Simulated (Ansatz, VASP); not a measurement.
# MgRe in VASP and in Ansatz

```
Mg Re
1.0
     0.00000    3.14764    3.14764
     3.14764    0.00000    3.14764
     3.14764    3.14764    0.00000
Mg Re
2 2
Cartesian
  1.5738 1.5738 1.5738
  0.0000 0.0000 0.0000
  3.1476 3.1476 3.1476
  4.7215 4.7215 4.7215
```

Alike in both runs: functional PBE; k mesh 10 × 10 × 10; occupations gaussian, width 0.1 eV; no spin polarisation.

Ansatz relaxed the structure, and its values are those at the end. VASP's run is a single point on that final structure, the one shown.

|  | VASP | Ansatz |
| --- | --- | --- |
| version | VASP 6.6.1 | Ansatz 0.2.0 |
| potentials or method | VASP PAW PBE potentials, release 64 (Mg, Re), cutoff 520 eV | scalar-relativistic, plane waves, PAW |
| valence electrons in the cell | 18 | 50 |

|  | VASP | Ansatz | Ansatz less VASP |
| --- | --- | --- | --- |
| gap on the k mesh at the Fermi level (eV) | none | none | - |
| pressure (GPa) | -0.5 | 0.0 | +0.47 |

A gap of «none» marks a metal or a gap that the smearing closes. VASP's potentials hold 18 valence electrons a cell and Ansatz's 50, so a difference there can come from the potentials and not from the codes.

Spin-orbit coupling is off throughout.
